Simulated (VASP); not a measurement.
# BN (P6_3/mmc) in VASP: a series of runs, part 2 of 3

VASP 6.6.1. The steps go on from the part before.

## (3) Single point, r2SCAN

This run uses another cell than the first one, of 9.31 Å³/atom.

File POSCAR:

```
BN
1.0
    2.5009401976      0.0000000000      0.0000000000
   -1.2504700988      2.1658777445      0.0000000000
    0.0000000000      0.0000000000      6.8720656451
B N
2 2
Direct
    0.3333333333      0.6666666667      0.2500000000
    0.6666666667      0.3333333333      0.7500000000
    0.3333333333      0.6666666667      0.7500000000
    0.6666666667      0.3333333333      0.2500000000
```

File INCAR.step1:

```
  PREC = Accurate
  ENCUT = 520
  ISMEAR = -1
  SIGMA = 0.08
  LREAL = False
  LASPH = True
  NELM = 60
  NBANDS = 16
  GGA = PE
  ALGO = Normal
  EDIFF = 1E-4
  LWAVE = True
  LCHARG = False
```

File INCAR.step2:

```
  PREC = Accurate
  ENCUT = 520
  EDIFF = 1E-6
  ISMEAR = -1
  SIGMA = 0.08
  LREAL = False
  LASPH = True
  NELM = 60
  ALGO = Normal
  ISIF = 2
  LWAVE = False
  LCHARG = False
  METAGGA = R2SCAN
  LMIXTAU = True
  NBANDS = 16
  ISTART = 1
```

File KPOINTS:

```
regular mesh
0
Gamma
  20 20 6
```

Potentials or basis: VASP PAW PBE potentials, release 64 (B, N).

Launch:

```
$ cat potpaw_PBE.64/B/POTCAR potpaw_PBE.64/N/POTCAR > POTCAR
$ cp INCAR.step1 INCAR
$ mpirun -np 1 vasp_std > vasp.out
$ cp INCAR.step2 INCAR
$ mpirun -np 1 vasp_std > vasp.out
```

Run time: 2.9 min. Hardware: 1 thread of Intel Xeon 6975P-C (Granite Rapids), shared host; peak memory 0.22 GiB.

It converged, with:

```yaml
Free_energy: -38.5961 eV
Pressure: 0.4 GPa
Band_gap_on_the_k_mesh: 4.91 eV (least direct gap 5.39 eV)
```

Stress tensor (GPa, compression positive):
```
 0.69  0.00  0.00
 0.00  0.69  0.00
 0.00  0.00 -0.24
```

Levels at points of the mesh, in eV from the valence-band top:
| k point | band 6 | band 7 | band 8 | band 9 | band 10 | band 11 |
| --- | --- | --- | --- | --- | --- | --- |
| (0.00, 0.00, 0.00) | -1.37 | -1.34 | -1.34 | 5.38 | 10.59 | 12.32 |
| (0.50, 0.00, 0.00) | -4.26 | -1.37 | -0.53 | 4.91 | 6.18 | 10.19 |
| (0.00, 0.00, 0.50) | -1.35 | -1.35 | -1.35 | 7.68 | 7.68 | 12.37 |
| (0.50, 0.00, 0.50) | -4.28 | -0.94 | -0.94 | 5.34 | 5.34 | 10.63 |

Caveat: the PAW data sets were made with another functional, which shifts forces and pressure a little.

## (4) Relaxation of cell and atoms, r2SCAN, target pressure 1 GPa, at which the enthalpy is minimised

This run uses another cell than the first one, of 9.31 Å³/atom.

POSCAR: that of step 3 with these lines changed.

```diff
@@ -4,3 +4,3 @@
    -1.2504700988      2.1658777445      0.0000000000
-    0.0000000000      0.0000000000      6.8720656451
+    0.0000000000      0.0000000000      6.8720656452
 B N
```

File INCAR.step1:

```
ALGO = Normal
EDIFF = 1E-4
ENCUT = 600
GGA = PE
ISMEAR = 0
LASPH = T
LCHARG = F
LREAL = F
LWAVE = T
NELM = 80
PREC = Accurate
SIGMA = 0.01
```

File INCAR.step2:

```
ALGO = Normal
EDIFF = 1E-6
EDIFFG = -0.002
ENCUT = 600
IBRION = 2
ISIF = 3
ISMEAR = 0
ISTART = 1
LASPH = T
LCHARG = F
LMIXTAU = T
LREAL = F
LWAVE = F
METAGGA = R2SCAN
NELM = 80
NSW = 100
PREC = Accurate
PSTRESS = 10.0
SIGMA = 0.01
```

File KPOINTS:

```
k-points
0
Gamma
  10 10 4
```

Potentials or basis: VASP PAW PBE potentials, release 64 (B, N).

Launch:

```
$ cat potpaw_PBE.64/B/POTCAR potpaw_PBE.64/N/POTCAR > POTCAR
$ cp INCAR.step1 INCAR
$ mpirun -np 1 vasp_std > vasp.out
$ cp INCAR.step2 INCAR
$ mpirun -np 1 vasp_std > vasp.out
```

OUTCAR:

```text
EDIFF = 1E-6
   EDIFFG = -0.002
   ENCUT = 600
   IBRION = 2
   ISIF = 3
   ISMEAR = 0
   ISTART = 1
   LASPH = T
   LREAL = F
   METAGGA = R2SCAN
   NELM = 80
   NSW = 100
   PREC = Accurate
   PSTRESS = 10.0

 ion  position               nearest neighbor table
   1  0.333  0.667  0.250-   4 1.44   4 1.44   4 1.44
   2  0.667  0.333  0.750-   3 1.44   3 1.44   3 1.44
   3  0.333  0.667  0.750-   2 1.44   2 1.44   2 1.44
   4  0.667  0.333  0.250-   1 1.44   1 1.44   1 1.44

  LATTYP: Found a hexagonal cell.
 ALAT       =     2.5009401976
 C/A-ratio  =     2.7477928708

  Lattice vectors:

 A1 = (   2.5009401976,   0.0000000000,   0.0000000000)
 A2 = (  -1.2504700988,   2.1658777445,   0.0000000000)
 A3 = (   0.0000000000,   0.0000000000,   6.8720656452)

[... 393 lines left out ...]

 E-fermi :   2.1937     XC(G=0): -10.7953

 val. band max:        2.1364453850   @ k =   0.3000   0.3000   0.0000
 cond. band min:       6.9598762248   @ k =   0.5000   0.0000   0.0000
 fundamental gap:      4.8234308397
 Fermi energy:         2.1936709133

 k-point     1 :       0.0000    0.0000    0.0000
  band No.  band energies     occupation
      1     -16.7389      2.00000
      2     -16.4329      2.00000
      3      -4.3382      2.00000
      4      -2.0791      2.00000
      5       0.7393      2.00000
      6       0.7393      2.00000
      7       0.7810      2.00000
      8       0.7810      2.00000
      9       7.7757      0.00000
     10      13.2813      0.00000
     11      14.4175      0.00000
     12      14.4175      0.00000
[... 331 lines left out ...]
 k-point    24 :       0.4000    0.1000    0.2500
  band No.  band energies     occupation
      1     -13.4748      2.00000
      2     -13.3975      2.00000
      3      -6.8449      2.00000
      4      -6.7867      2.00000
      5      -2.7220      2.00000
      6      -2.6664      2.00000
      7       0.6653      2.00000
      8       1.5052      2.00000
      9       7.4372      0.00000
     10       8.3470      0.00000
     11      13.1971      0.00000
     12      13.6982      0.00000

 [... further k-points ...]
[... 5 lines left out ...]
  --------------------------------------------------------------------------------------
  -------------------------------------------------------------------------------------
  Total        0.2226762      0.2226762      0.2265020      0.0000000     -0.0000000     -0.0000000
  in kB        9.9924351      9.9924351     10.1641127      0.0000000     -0.0000000     -0.0000000
  external PRESSURE =       0.0496609 kB  Pullay stress =      10.0000000 kB
[... 23 lines left out ...]
  energy  without entropy=      -38.5959425176  energy(sigma->0) =      -38.59594252

  enthalpy is  TOTEN    =       -38.3730977173 eV   P V=        0.2228448004

 reached required accuracy - stopping structural energy minimisation
```

Run time: 7.1 min. Hardware: 1 thread of Intel Xeon 6975P-C (Granite Rapids), shared host; peak memory 0.17 GiB.

Results:

```yaml
Free_energy: -38.5959 eV
Relaxed_volume: 8.93 Å³/atom
Relaxed_cell: a = 2.500 Å, b = 2.500 Å, c = 6.595 Å, α = 90.00°, β = 90.00°, γ = 120.00°
Space_group_after_relaxing_to_0.1_Å: P6_3/mmc (No. 194)
Energy_change_on_relaxing_the_run_minimises_the_enthalpy: +1.0 meV/atom
Ionic_steps: 14
Pressure_after_relaxing: 1.0 GPa
Band_gap_on_the_k_mesh: 4.82 eV (least direct gap 5.29 eV)
```

The path:
```tsv
step	energy change (eV)	largest force (eV/Å)	pressure (GPa)	volume (Å³)
1	0.0000	0.0000	0.42	37.22
2	0.0004	0.0000	1.10	37.04
3	0.0012	0.0000	1.72	36.88
4	0.0012	0.0000	1.70	36.85
5	0.0011	0.0000	1.62	36.76
6	0.0010	0.0000	1.47	36.59
7	0.0015	0.0000	1.18	36.23
8	0.0052	0.0000	0.63	35.53
9	0.0035	0.0000	0.82	35.78
10	0.0036	0.0000	0.78	35.76
11	0.0044	0.0000	0.72	35.64
12	0.0038	0.0000	0.78	35.72
13	0.0040	0.0000	1.13	35.69
14	0.0039	0.0000	1.00	35.70
```

Final structure:
```xyz
4
Lattice="2.5003 0.0000 0.0000 -1.2502 2.1654 0.0000 0.0000 0.0000 6.5945" Properties=species:S:1:pos:R:3 pbc="T T T"
B     0.0000    1.4436    1.6486
B     1.2502    0.7218    4.9459
N     0.0000    1.4436    4.9459
N     1.2502    0.7218    1.6486
```

Caveat: the cell is relaxed towards a set pressure, so the run minimises the enthalpy, not the energy; the PAW data sets were made with another functional, which shifts forces and pressure a little. A k mesh can miss the band edges.

## (5) Relaxation of cell and atoms, r2SCAN, target pressure 2 GPa, at which the enthalpy is minimised

This run uses another cell than the first one, of 9.31 Å³/atom.

POSCAR is that of step 4.

File INCAR.step1:

```
PREC     = Accurate       # precision mode
ENCUT    = 600            # plane-wave cutoff, eV
ISMEAR   = 0              # smearing method
SIGMA    = 0.01           # smearing width, eV
LREAL    = F              # projectors in reciprocal space
LASPH    = T              # aspherical terms in the spheres
NELM     = 60             # most SCF steps
GGA      = PE             # functional
ALGO     = Normal         # electronic algorithm
EDIFF    = 1E-4           # SCF threshold, eV
LWAVE    = T              # write WAVECAR
LCHARG   = F              # write CHGCAR
```

File INCAR.step2:

```
PREC     = Accurate       # precision mode
ENCUT    = 600            # plane-wave cutoff, eV
EDIFF    = 1E-7           # SCF threshold, eV
ISMEAR   = 0              # smearing method
SIGMA    = 0.01           # smearing width, eV
LREAL    = F              # projectors in reciprocal space
LASPH    = T              # aspherical terms in the spheres
NELM     = 60             # most SCF steps
ALGO     = Normal         # electronic algorithm
ISIF     = 3              # what is computed and relaxed
LWAVE    = F              # write WAVECAR
LCHARG   = F              # write CHGCAR
METAGGA  = R2SCAN         # meta-GGA
LMIXTAU  = T            
IBRION   = 2              # ionic algorithm
NSW      = 100            # ionic steps
EDIFFG   = -0.002         # ionic threshold
PSTRESS  = 20.0         
ISTART   = 1
```

File KPOINTS:

```
regular mesh
0
Gamma
  10 10 4
```

Launch:

```
$ cat potpaw_PBE.64/B/POTCAR potpaw_PBE.64/N/POTCAR > POTCAR
$ cp INCAR.step1 INCAR
$ mpirun -np 1 vasp_std > vasp.out
$ cp INCAR.step2 INCAR
$ mpirun -np 1 vasp_std > vasp.out
```

It took 6.3 min on 1 thread of Intel Xeon 6975P-C (Granite Rapids), shared host; peak memory 0.17 GiB.

The run converged. Its results:

```
Free energy                                                : -38.5874 eV
Relaxed volume                                             : 8.69 Å³/atom
Relaxed cell                                               : a = 2.498 Å, b = 2.498 Å, c = 6.435 Å, α = 90.00°, β = 90.00°, γ = 120.00°
Space group after relaxing (to 0.1 Å)                      : P6_3/mmc (No. 194)
Energy change on relaxing (the run minimises the enthalpy) : +3.1 meV/atom
Ionic steps                                                : 11
Pressure after relaxing                                    : 2.0 GPa
Band gap on the k mesh                                     : 4.79 eV (least direct gap 5.21 eV)
```

Step by step:
| step | energy change (eV) | largest force (eV/Å) | pressure (GPa) | volume (Å³) |
| --- | --- | --- | --- | --- |
| 1 | 0.0000 | 0.0000 | 0.42 | 37.22 |
| 2 | 0.0045 | 0.0000 | 3.18 | 36.73 |
| 3 | 0.0026 | 0.0000 | 2.41 | 36.87 |
| 4 | 0.0025 | 0.0000 | 2.40 | 36.70 |
| 5 | 0.0030 | 0.0000 | 2.38 | 36.20 |
| 6 | 0.0084 | 0.0000 | 2.43 | 35.19 |
| 7 | 0.0456 | 0.0000 | 2.97 | 33.16 |
| 8 | 0.0122 | 0.0000 | 2.47 | 34.81 |
| 9 | 0.0133 | 0.0000 | 2.49 | 34.72 |
| 10 | 0.0110 | 0.0000 | 0.64 | 34.96 |
| 11 | 0.0125 | 0.0000 | 2.01 | 34.78 |

Final structure:
```cif
data_structure
_symmetry_space_group_name_H-M 'P 1'
_symmetry_Int_Tables_number 1
_cell_length_a 2.4983
_cell_length_b 2.4983
_cell_length_c 6.4345
_cell_angle_alpha 90.000
_cell_angle_beta 90.000
_cell_angle_gamma 120.000
_cell_volume 34.78
loop_
_atom_site_label
_atom_site_type_symbol
_atom_site_fract_x
_atom_site_fract_y
_atom_site_fract_z
_atom_site_occupancy
B1 B 0.33333 0.66667 0.25000 1
B2 B 0.66667 0.33333 0.75000 1
N1 N 0.33333 0.66667 0.75000 1
N2 N 0.66667 0.33333 0.25000 1
```

Levels at points of the mesh, in eV from the valence-band top:
| k point | band 4 | band 5 | band 6 | band 7 | band 8 | band 9 | band 10 | band 11 | band 12 |
| --- | --- | --- | --- | --- | --- | --- | --- | --- | --- |
| (0.00, 0.00, 0.00) | -4.08 | -1.41 | -1.41 | -1.36 | -1.36 | 5.82 | 11.48 | 12.27 | 12.27 |
| (0.50, 0.00, 0.00) | -9.27 | -4.37 | -4.28 | -1.62 | -0.43 | 4.79 | 6.44 | 10.25 | 10.64 |
| (0.00, 0.00, 0.50) | -5.50 | -1.38 | -1.38 | -1.38 | -1.38 | 8.51 | 8.51 | 12.35 | 12.35 |
| (0.50, 0.00, 0.50) | -9.32 | -4.33 | -4.33 | -0.99 | -0.99 | 5.29 | 5.29 | 10.67 | 10.67 |

Caveat: the cell is relaxed towards a set pressure, so the run minimises the enthalpy, not the energy; the PAW data sets were made with another functional, which shifts forces and pressure a little.

(Continued in part 3 of 3.)
